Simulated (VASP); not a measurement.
A run of VASP 6.6.1:

File INCAR:

```
SYSTEM = GaN
PREC = Accurate
ENCUT = 520
EDIFF = 1E-6
ISMEAR = 0
SIGMA = 0.01
LREAL = .False.
LASPH = .True.
NELM = 80
ALGO = Normal
ISIF = 2
LWAVE = .False.
LCHARG = .False.
GGA = PE
NBANDS = 26
```

Contents of KPOINTS:

```
regular mesh
0
Gamma
  8 8 5
  0 0 0
```

The input POSCAR:

```
GaN
1.0
    3.2180015741      0.0000000000      0.0000000000
   -1.6090007870      2.7868711126      0.0000000000
    0.0000000000      0.0000000000      5.2430239502
Ga N
2 2
Direct
    0.3333333333      0.6666666667      0.0000456730
    0.6666666667      0.3333333333      0.5000456730
    0.3333333333      0.6666666667      0.3767543270
    0.6666666667      0.3333333333      0.8767543270
```

Potentials or basis: VASP PAW PBE potentials, release 64 (Ga_d, N).

Run with:

```sh
$ cat potpaw_PBE.64/Ga_d/POTCAR potpaw_PBE.64/N/POTCAR > POTCAR
$ mpirun -np 1 vasp_std > vasp.out
```

Hardware: 1 thread of AMD EPYC 9R45 96-Core Processor (Zen 5) (shared host).

Task: How long does it take, and how much memory?

Result: Wall time 18 s on 1 thread of AMD EPYC 9R45 96-Core Processor (Zen 5) (shared host), peak memory 0.14 GiB. Counts: scf iterations 14, k points 30.
